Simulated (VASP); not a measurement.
# Ru (P6_3/mmc) in VASP: a series of runs

The runs below take Ru through single point, with LDA.

All numbers are computed with VASP 6.6.1; they aren't measurements. Logs are shortened: lines on timing, memory, paths and dates and some standing lists are left out, and cuts for length are marked.

**1. The cell of the first run**

It takes space group P6_3/mmc (No. 194, hexagonal). The conventional cell has a = 2.678 Å, b = 2.678 Å, c = 4.218 Å, α = 90.00°, β = 90.00°, γ = 120.00°. Ru (site symmetry -6m2) has 12 Ru at 2.61 to 2.68 Å within 3.4 Å.

**2. Single point, LDA**

Contents of INCAR:

```
SYSTEM = Ru
PREC = Accurate ; ENCUT = 520
EDIFF = 1E-7 ; ISMEAR = 0
SIGMA = 0.6 ; LREAL = .FALSE.
LASPH = .TRUE. ; NELM = 100
ALGO = Normal ; ISIF = 2
LWAVE = .FALSE. ; LCHARG = .FALSE.
NBANDS = 21
```

Contents of KPOINTS:

```
Automatic mesh
0
G
  13 13 8
  0 0 0
```

Contents of POSCAR:

```
Ru
1.0
    2.6775346364      0.0000000000      0.0000000000
   -1.3387673182      2.3188130146      0.0000000000
    0.0000000000      0.0000000000      4.2181251212
Ru
2
Direct
    0.3333333333      0.6666666667      0.2500000000
    0.6666666667      0.3333333333      0.7500000000
```

Potentials or basis: VASP PAW LDA potentials, release 64 (Ru_pv).

Command:

```console
$ cat potpaw_LDA.64/Ru_pv/POTCAR > POTCAR
$ mpirun -np 1 vasp_std > vasp.out
```

OUTCAR:

```text
SYSTEM = Ru
   PREC = Accurate
   ENCUT = 520
   EDIFF = 1E-7
   ISMEAR = 0
   LREAL = .FALSE.
   LASPH = .TRUE.
   NELM = 100
   ISIF = 2

 ion  position               nearest neighbor table
   1  0.333  0.667  0.250-   2 2.61   2 2.61   2 2.61   2 2.61   2 2.61   2 2.61
   2  0.667  0.333  0.750-   1 2.61   1 2.61   1 2.61   1 2.61   1 2.61   1 2.61

  LATTYP: Found a hexagonal cell.
 ALAT       =     2.6775346364
 C/A-ratio  =     1.5753764914

  Lattice vectors:

 A1 = (   2.6775346364,   0.0000000000,   0.0000000000)
 A2 = (  -1.3387673182,   2.3188130146,   0.0000000000)
 A3 = (   0.0000000000,   0.0000000000,   4.2181251212)

Analysis of symmetry for initial positions (statically):
=====================================================================
 Subroutine PRICEL returns:
 Original cell was already a primitive cell.

 Routine SETGRP: Setting up the symmetry group for a
 hexagonal supercell.

 Subroutine GETGRP returns: Found 24 space group operations
 (whereof 12 operations were pure point group operations)
 out of a pool of 24 trial point group operations.

The static configuration has the point symmetry D_3d.
 The point group associated with its full space group is D_6h.

Analysis of symmetry for dynamics (positions and initial velocities):
=====================================================================
 Subroutine PRICEL returns:
 Original cell was already a primitive cell.

 Routine SETGRP: Setting up the symmetry group for a
 hexagonal supercell.

 Subroutine GETGRP returns: Found 24 space group operations
 (whereof 12 operations were pure point group operations)
 out of a pool of 24 trial point group operations.

The dynamic configuration has the point symmetry D_3d.
 The point group associated with its full space group is D_6h.

 Subroutine INISYM returns: Found 24 space group operations
 (whereof 12 operations are pure point group operations),
 and found     1 'primitive' translations

----------------------------------------------------------------------------------------

                                     Primitive cell

  volume of cell :      26.1891

  direct lattice vectors                    reciprocal lattice vectors
     2.677534636  0.000000000  0.000000000     0.373477895  0.215627563  0.000000000
    -1.338767318  2.318813015  0.000000000     0.000000000  0.431255127  0.000000000
     0.000000000  0.000000000  4.218125121     0.000000000  0.000000000  0.237072152

  length of vectors
     2.677534636  2.677534636  4.218125121     0.431255127  0.431255127  0.237072152

  position of ions in fractional coordinates (direct lattice)
     0.333333333  0.666666667  0.250000000
     0.666666667  0.333333333  0.750000000

  ion indices of the primitive-cell ions
   primitive index   ion index
                 1           1
                 2           2

----------------------------------------------------------------------------------------

 KPOINTS: Automatic mesh

Automatic generation of k-mesh.
 Grid dimensions read from file:
 generate k-points for:   13   13    8

 Generating k-lattice:

  Cartesian coordinates                     Fractional coordinates (reciprocal lattice)
     0.028729069  0.016586736  0.000000000     0.076923077  0.000000000  0.000000000
     0.000000000  0.033173471  0.000000000     0.000000000  0.076923077  0.000000000
     0.000000000  0.000000000  0.029634019     0.000000000  0.000000000  0.125000000

  Length of vectors
     0.033173471  0.033173471  0.029634019

  Shift w.r.t. Gamma in fractional coordinates (k-lattice)
     0.000000000  0.000000000  0.000000000

 Subroutine IBZKPT returns following result:
 ===========================================

 Found    105 irreducible k-points:

 Following reciprocal coordinates:
            Coordinates               Weight
  0.000000  0.000000  0.000000      1.000000
  0.076923  0.000000  0.000000      6.000000
  0.153846  0.000000  0.000000      6.000000
  0.230769  0.000000  0.000000      6.000000
  0.307692  0.000000  0.000000      6.000000
  0.384615  0.000000  0.000000      6.000000
[... 16 lines left out ...]
  0.076923  0.000000  0.125000     12.000000
  0.153846  0.000000  0.125000     12.000000
 [... further k-points ...]
   k-points           NKPTS =    105   k-points in BZ     NKDIM =    105   number of bands    NBANDS=     21
   number of dos      NEDOS =    301   number of ions     NIONS =      2
   total plane-waves  NPLWV =  12800
   dimension x,y,z NGX =    20 NGY =   20 NGZ =   32
   dimension x,y,z NGXF=    40 NGYF=   40 NGZF=   64
   ions per type =               2
   NGX,Y,Z   is equivalent  to a cutoff of  12.42, 12.42, 12.61 a.u.
   NGXF,Y,Z  is equivalent  to a cutoff of  24.84, 24.84, 25.22 a.u.
 SYSTEM =  Ru
   PREC   = accura    normal or accurate (medium, high low for compatibility)
   ISTART =      0    job   : 0-new  1-cont  2-samecut
   ICHARG =      2    charge: 1-file 2-atom 10-const
   ISPIN  =      1    spin polarized calculation?
   LNONCOLLINEAR =      F non collinear calculations
   LSORBIT =      F    spin-orbit coupling
   LASPH  =      T    aspherical Exc in radial PAW
   ENCUT  =  520.0 eV  38.22 Ry    6.18 a.u.   4.98  4.98  7.84*2*pi/ulx,y,z
   NELM   =    100;   NELMIN=  2; NELMDL= -5     # of ELM steps
   EDIFF  = 0.1E-06   stopping-criterion for ELM
   LREAL  =      F    real-space projection
   EDIFFG = 0.1E-05   stopping-criterion for IOM
   NSW    =      0    number of steps for IOM
   IBRION =     -1    ionic relax: 0-MD 1-quasi-New 2-CG
   NFREE  =      0    steps in history (QN), initial steepest desc. (CG)
   ISIF   =      2    stress and relaxation
   ISYM   =      2    0-nonsym 1-usesym 2-fastsym
   POTIM  = 0.5000    time-step for ionic-motion
   TEBEG  =    0.0;   TEEND  =   0.0 temperature during run
   PSTRESS=    0.0 pullay stress
   NELECT =      28.0000    total number of electrons
   NUPDOWN=      -1.0000    fix difference up-down
   EMIN   =  10.00;   EMAX   =-10.00  energy-range for DOS
   EFERMI =   0.00;   METHOD = LEGACY
   ISMEAR =     0;   SIGMA  =   0.60  broadening in eV -4-tet -1-fermi 0-gaus
   EFERMI_NEDOS =   21; number of points for ismear=-14 and -15
   IALGO  =     38    algorithm
   IMIX   =      4    mixing-type and parameters
     AMIX     =   0.40;   BMIX     =  1.00
     AMIX_MAG =   1.60;   BMIX_MAG =  1.00
  volume/ion in A,a.u.               =      13.09        88.37
  Fermi-wavevector in a.u.,A,eV,Ry     =   1.673995  3.163391 38.127038  2.802258
  Thomas-Fermi vector in A             =   2.758868
   LORBIT       =      0    0 simple, 1 ext, 2 COOP (PROOUT), +10 PAW based schemes
   GGA     = CA    functional components
   LHFCALC =     F    Hartree Fock is set to
   AEXX    =    0.0000 exact exchange contribution
   IVDW    =     0    specifies the selected vdW correction
   LEPSILON=     F    determine dielectric tensor
   LRPA    =     F    only Hartree local field effects (RPA)
 non-spin polarized calculation
 Gauss-broadening in eV      SIGMA  =   0.60
  energy-cutoff  :      520.00
  volume of cell :       26.19
 maximum number of plane-waves:       724
 NGX is ok and might be reduce to    20
   NGX =  9   NGY =  9   NGZ = 15

 number of electron      27.9999992 magnetization

 Free energy of the ion-electron system (eV)
  ---------------------------------------------------
  ext. energy  EPLUGINS =         0.00000000
  ---------------------------------------------------
  free energy    TOTEN  =       -21.53138233 eV

  energy without entropy =      -21.23744134  energy(sigma->0) =      -21.38441183

 E-fermi :  13.3985     XC(G=0): -14.6024

 val. band max:       13.3881314400   @ k =   0.4615   0.0769   0.2500
 cond. band min:      13.4309083607   @ k =   0.0769   0.0000   0.3750
 fundamental gap:      0.0427769207
 Fermi energy:        13.3985308320

 k-point     1 :       0.0000    0.0000    0.0000
  band No.  band energies     occupation
      1     -30.2325      2.00000
      2     -29.1585      2.00000
      3     -29.1585      2.00000
      4     -28.9606      2.00000
      5     -28.9606      2.00000
      6     -28.9105      2.00000
[... 13 lines left out ...]
     20      23.3371      0.00000
     21      24.1759      0.00000

 k-point     2 :       0.0769    0.0000    0.0000
  band No.  band energies     occupation
      1     -30.2094      2.00000
      2     -29.2073      2.00000
      3     -29.1751      2.00000
      4     -29.0115      2.00000
      5     -28.9670      2.00000
      6     -28.9214      2.00000
[... 13 lines left out ...]
     20      23.3370      0.00000
     21      24.1422      0.00000

 k-point     3 :       0.1538    0.0000    0.0000
  band No.  band energies     occupation
      1     -30.1427      2.00000
      2     -29.3424      2.00000
      3     -29.2197      2.00000
      4     -29.1499      2.00000
      5     -28.9859      2.00000
      6     -28.9543      2.00000
[... 13 lines left out ...]
     20      23.3370      0.00000
     21      24.0243      0.00000

 k-point     4 :       0.2308    0.0000    0.0000
  band No.  band energies     occupation
      1     -30.0403      2.00000
      2     -29.5328      2.00000
      3     -29.3386      2.00000
      4     -29.2800      2.00000
      5     -29.0146      2.00000
      6     -29.0091      2.00000
[... 13 lines left out ...]
     20      23.3369      0.00000
     21      23.8328      0.00000

 k-point     5 :       0.3077    0.0000    0.0000
  band No.  band energies     occupation
      1     -29.9150      2.00000
      2     -29.7346      2.00000
      3     -29.5315      2.00000
      4     -29.3416      2.00000
      5     -29.0835      2.00000
      6     -29.0469      2.00000
[... 13 lines left out ...]
     20      23.3367      0.00000
     21      23.6233      0.00000

 k-point     6 :       0.3846    0.0000    0.0000
  band No.  band energies     occupation
      1     -29.9011      2.00000
      2     -29.7870      2.00000
      3     -29.6862      2.00000
      4     -29.3912      2.00000
      5     -29.1692      2.00000
      6     -29.0746      2.00000
[... 13 lines left out ...]
     20      23.3370      0.00000
     21      24.3657      0.00000

 k-point     7 :       0.4615    0.0000    0.0000
  band No.  band energies     occupation
      1     -29.9946      2.00000
      2     -29.7717      2.00000
      3     -29.6932      2.00000
      4     -29.4187      2.00000
      5     -29.2389      2.00000
      6     -29.0905      2.00000
[... 13 lines left out ...]
     20      23.3360      0.00000
     21      24.6354      0.00000
[... 291 lines left out ...]
      1     -29.8985      2.00000
      2     -29.6810      2.00000
      3     -29.6046      2.00000
      4     -29.5613      2.00000
      5     -29.3469      2.00000
      6     -29.3320      2.00000
[... 13 lines left out ...]
     20      23.3372      0.00000
     21      23.3407      0.00000

 k-point    21 :       0.3077    0.3077    0.0000
  band No.  band energies     occupation
      1     -29.8593      2.00000
      2     -29.6812      2.00000
      3     -29.6156      2.00000
      4     -29.5152      2.00000
      5     -29.4048      2.00000
      6     -29.3886      2.00000
[... 13 lines left out ...]
     20      23.3377      0.00000
     21      23.3379      0.00000

 k-point    22 :       0.0000    0.0000    0.1250
  band No.  band energies     occupation
      1     -30.1850      2.00000
      2     -29.1511      2.00000
      3     -29.1511      2.00000
      4     -28.9682      2.00000
      5     -28.9682      2.00000
      6     -28.9639      2.00000
[... 13 lines left out ...]
     20      23.3370      0.00000
     21      24.9436      0.00000

 k-point    23 :       0.0769    0.0000    0.1250
  band No.  band energies     occupation
      1     -30.1643      2.00000
      2     -29.1986      2.00000
      3     -29.1673      2.00000
      4     -29.0400      2.00000
      5     -28.9750      2.00000
      6     -28.9522      2.00000
[... 13 lines left out ...]
     20      23.3370      0.00000
     21      24.9300      0.00000

 k-point    24 :       0.1538    0.0000    0.1250
  band No.  band energies     occupation
      1     -30.1056      2.00000
      2     -29.3298      2.00000
      3     -29.2109      2.00000
      4     -29.1843      2.00000
      5     -28.9949      2.00000
      6     -28.9738      2.00000
[... 13 lines left out ...]
     20      23.3370      0.00000
     21      24.8889      0.00000

 [... further k-points ...]

------------------------ aborting loop because EDIFF is reached ----------------------------------------

  FORCE on cell =-STRESS in cart. coord.  units (eV):
  Direction    XX          YY          ZZ          XY          YZ          ZX
  --------------------------------------------------------------------------------------
  -------------------------------------------------------------------------------------
  Total        0.2677413      0.2677413      0.5173711     -0.0000000      0.0000000      0.0000000
  in kB       16.3796877     16.3796877     31.6513661     -0.0000000      0.0000000      0.0000000
  external PRESSURE =      21.4702472 kB  Pullay stress =       0.0000000 kB

 VOLUME and BASIS-vectors are now :
 -----------------------------------------------------------------------------
  energy-cutoff  :      520.00
  volume of cell :       26.19
      direct lattice vectors                 reciprocal lattice vectors
     2.677534636  0.000000000  0.000000000     0.373477895  0.215627563  0.000000000
    -1.338767318  2.318813015  0.000000000     0.000000000  0.431255127  0.000000000
     0.000000000  0.000000000  4.218125121     0.000000000  0.000000000  0.237072152

 POSITION                                       TOTAL-FORCE (eV/Angst)
 -----------------------------------------------------------------------------------
     -0.00000      1.54588      1.05453        -0.000000     -0.000000      0.000000
      1.33877      0.77294      3.16359         0.000000      0.000000      0.000000
 -----------------------------------------------------------------------------------
    total drift:                               -0.000000      0.000000     -0.000000

  FREE ENERGIE OF THE ION-ELECTRON SYSTEM (eV)
  ---------------------------------------------------
  free  energy   TOTEN  =       -21.5313823307 eV

  energy  without entropy=      -21.2374413388  energy(sigma->0) =      -21.38441183
```

Wall time 50 s (1 thread of AMD EPYC 7R13, shared host); peak memory 0.13 GiB.

What came out:

```yaml
Free_energy: -21.5314 eV
Pressure: 2.1 GPa
Band_gap_on_the_k_mesh: zero (bands 14 and 15 overlap by 3.29 eV)
```

Caveat: so wide a smearing shifts energies and pressures.

**3. Single point, LDA**

Contents of INCAR:

```
  PREC = Accurate
  ENCUT = 520
  EDIFF = 1E-6
  ISMEAR = 0
  SIGMA = 1.0
  LREAL = F
  LASPH = T
  NELM = 100
  ALGO = Normal
  ISIF = 2
  LWAVE = F
  LCHARG = F
  GGA = CA
  NBANDS = 21
```

Contents of KPOINTS:

```
Automatic mesh
0
Gamma
  13 13 8
```

POSCAR is that of step 2.

Potentials or basis: VASP PAW LDA potentials, release 64 (Ru_pv).

Command:

```console
$ cat potpaw_LDA.64/Ru_pv/POTCAR > POTCAR
$ mpirun -np 1 vasp_std > vasp.out
```

Run time: 51 s. Hardware: 1 thread of AMD EPYC 7R13, shared host; peak memory 0.13 GiB.

It converged, with:

```yaml
Free_energy: -21.8070 eV
Pressure: 5.2 GPa
Band_gap_on_the_k_mesh: zero (bands 14 and 15 overlap by 3.30 eV)
```

Stress tensor (GPa, compression positive):
```
4.20 0.00 0.00
0.00 4.20 0.00
0.00 0.00 7.08
```

Levels at points of the mesh, in eV from the Fermi level:
```
           k point  band 12  band 13  band 14  band 15  band 16  band 17
(0.00, 0.00, 0.00)    -2.03    -2.03    -1.51    -1.51     1.26     1.26
(0.00, 0.00, 0.50)    -2.96    -2.83    -2.83     0.59     0.59     0.59
```

Caveat: the cell stands under pressure; so wide a smearing shifts energies and pressures.
